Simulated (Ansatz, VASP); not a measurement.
C in VASP and in Ansatz

```
C
1.0
     1.62458    0.00000    0.00000
     0.00000    1.62458    0.00000
     0.00000    0.00000    3.93294
C
1
Direct
  0.50000 0.50000 0.50000
```

Alike in both runs: task relaxation of cell and atoms; functional PBE; k mesh 34 × 34 × 14; occupations gaussian, width 0.1 eV; no spin polarisation.

```csv
,VASP,Ansatz
version,VASP 6.6.1,Ansatz 0.2.0
potentials or method,"VASP PAW PBE potentials, release 64 (C), cutoff 600 eV","scalar-relativistic, plane waves, PAW"
valence electrons in the cell,4,4
```

|  | VASP | Ansatz | Ansatz less VASP |
| --- | --- | --- | --- |
| gap on the k mesh at the Fermi level, each at its own relaxed structure (eV) | none | none | - |
| relaxed volume (Å³/atom) | 10.26 | 10.38 | +0.117 |
| relaxed length of the cell vector where the two differ most in proportion (Å) | 3.890 | 3.933 | +0.0434 |

A gap of «none» marks a metal or a gap that the smearing closes.
